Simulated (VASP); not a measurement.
Input of a VASP 6.6.1 run:

The input INCAR:

```
SYSTEM = La
ALGO = Normal
EDIFF = 1E-6
ENCUT = 500
GGA = PE
GGA_COMPAT = .FALSE.
ISIF = 2
ISMEAR = -1
LASPH = .TRUE.
LCHARG = .TRUE.
LELF = .TRUE.
LMAXMIX = 6
LREAL = .FALSE.
LVHAR = .TRUE.
LWAVE = .FALSE.
NBANDS = 24
NELM = 200
PREC = Accurate
SIGMA = 0.08
```

KPOINTS

```
k-points
0
G
  7 7 9
  0 0 0
```

Contents of POSCAR:

```
La
1.0
    5.0166249422      0.0000000000      0.0000000000
   -2.5083124711      4.3445246413      0.0000000000
    0.0000000000      0.0000000000      2.9691552221
La
3
Direct
    0.0000000000      0.0000000000      0.0000000000
    0.3333333333      0.6666666667      0.5000000000
    0.6666666667      0.3333333333      0.5000000000
```

Potentials or basis: VASP PAW PBE potentials, release 64 (La).

Run with:

```sh
$ cat potpaw_PBE.64/La/POTCAR > POTCAR
$ mpirun -np 1 vasp_std > vasp.out
```

What does it give for the band gap on the k mesh?

Zero (an odd number of electrons rules out a gap without spin polarisation).

What does it give for the pressure?

32.6 GPa.

Caveat: the cell stands under pressure; spin-orbit coupling is left out, which moves the levels of the heavy elements.
